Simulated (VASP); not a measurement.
Crystal: Cu.

```
Cu
1.0
     2.55616    0.00000    0.00000
    -1.27808    2.21370    0.00000
     0.00000    0.00000    8.34842
Cu
4
Direct
  0.00000 0.00000 0.00000
  0.00000 0.00000 0.50000
  0.33333 0.66667 0.25000
  0.66667 0.33333 0.75000
```

This isn't the form of Cu at room conditions, which is fcc.

| Property | Result |
| --- | --- |
| Program | VASP 6.6.1 |
| Task | relaxation of cell and atoms |
| Functional | RPBE |
| Potentials or basis | VASP PAW PBE potentials, release 64 (Cu) |
| Cutoff | 600 eV |
| k mesh | 14 × 14 × 4 |
| Occupations | fermi-dirac, width 0.1 eV |
| Spin | no spin polarisation |

At the start: pressure 7.5 GPa; volume 11.81 Å³/atom.

**Question.** How do energy, volume and symmetry change on relaxing?

**Answer.** Over 6 steps the energy falls by 14.6 meV/atom and the volume is 12.46 Å³/atom (+5.5 %); space group P6_3/mmc (No. 194, to 0.1 Å) before and after.

The path:
| step | energy change (eV) | largest force (eV/Å) | pressure (GPa) | volume (Å³) |
| --- | --- | --- | --- | --- |
| 1 | 0.0000 | 0.0000 | 7.51 | 47.24 |
| 2 | -0.0473 | 0.0000 | -2.91 | 51.12 |
| 3 | -0.0584 | 0.0000 | 0.32 | 49.87 |
| 4 | -0.0583 | 0.0000 | -0.34 | 49.99 |
| 5 | -0.0584 | 0.0000 | -0.15 | 49.93 |
| 6 | -0.0584 | 0.0000 | 0.05 | 49.85 |

Final structure:
```
CELL_PARAMETERS angstrom
2.60273 0.00000 0.00000
-1.30136 2.25403 0.00000
0.00000 0.00000 8.49746
ATOMIC_POSITIONS crystal
Cu 0.00000 0.00000 0.00000
Cu 0.00000 0.00000 0.50000
Cu 0.33333 0.66667 0.25000
Cu 0.66667 0.33333 0.75000
```

Caveat: the PAW data sets were made with another functional, which shifts forces and pressure a little.
